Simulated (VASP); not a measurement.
Set up this calculation in VASP 6.6.1, as the native input.

- Task: single point
- Functional: PBE
- Potentials or basis: VASP PAW PBE potentials, release 64 (In_d, Pd)
- Cutoff: 520 eV
- k mesh: 7 × 7 × 7
- Occupations: fermi-dirac, width 0.1 eV
- Spin: no spin polarisation
- Dipole correction: no
- Further INCAR settings: ALGO = Normal; EDIFF = 1e-06; NBANDS = 18

The structure of InPd lies in POSCAR:

```
InPd
1.0
    3.2827551297      0.0000000000      0.0000000000
    0.0000000000      3.2827551297      0.0000000000
    0.0000000000      0.0000000000      3.2827551297
In Pd
1 1
Direct
    0.0000000000      0.0000000000      0.0000000000
    0.5000000000      0.5000000000      0.5000000000
```

One way to write it, as run:

INCAR

```
PREC = Accurate
ENCUT = 520
EDIFF = 1E-6
ISMEAR = -1
SIGMA = 0.1
LREAL = F
LASPH = T
NELM = 60
ALGO = Normal
ISIF = 2
LWAVE = F
LCHARG = F
GGA = PE
NBANDS = 18
```

KPOINTS

```
Automatic mesh
0
Gamma
  7 7 7
```

Potentials or basis: VASP PAW PBE potentials, release 64 (In_d, Pd).

Command:

```console
$ cat potpaw_PBE.64/In_d/POTCAR potpaw_PBE.64/Pd/POTCAR > POTCAR
$ mpirun -np 1 vasp_std > vasp.out
```

Results of the run:

The pressure is 2.6 GPa.

Wall time 14 s on 1 thread of Intel Xeon 6975P-C, on a shared host, peak memory 0.14 GiB.
